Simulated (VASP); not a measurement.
Crystal: SiNi.

```
Si Ni
1.0
     0.00000    3.39706    5.59850
     5.13841    0.00000    5.59850
     5.13841    3.39706    0.00000
Si Ni
8 8
Direct
  0.25747 0.32837 0.49253
  0.75747 0.82837 0.99253
  0.24253 0.17163 0.00747
  0.74253 0.67163 0.50747
  0.17163 0.74253 0.57837
  0.67163 0.24253 0.07837
  0.32837 0.75747 0.92163
  0.82837 0.25747 0.42163
  0.21508 0.47349 0.03492
  0.71508 0.97349 0.53492
  0.28492 0.02651 0.46508
  0.78492 0.52651 0.96508
  0.02651 0.78492 0.22349
  0.52651 0.28492 0.72349
  0.47349 0.71508 0.27651
  0.97349 0.21508 0.77651
```

Base run:

```yaml
Program: VASP 6.6.1
Functional: PBEsol
Potentials_or_basis: VASP PAW PBE potentials, release 64 (Si, Ni)
Cutoff: 600 eV
k_mesh: 4 × 4 × 4
Occupations: methfessel-paxton, width 0.1 eV
Spin: no spin polarisation
```

Its results: band gap on the k mesh zero (bands 56 and 57 overlap by 0.45 eV); pressure -5.9 GPa; largest force 0.059 eV/Å.

Task: The run is repeated on the same cell with these changes: functional from PBEsol to LDA; potentials or basis from VASP PAW PBE potentials, release 64 (Si, Ni) to VASP PAW LDA potentials, release 64 (Si, Ni). What comes out?

Result: Band gap on the k mesh zero (bands 56 and 57 overlap by 0.45 eV); pressure -10.3 GPa; largest force 0.143 eV/Å.

Caveats: the cell stands under tension; the PAW data sets were made with another functional, which shifts forces and pressure a little (at least some runs).
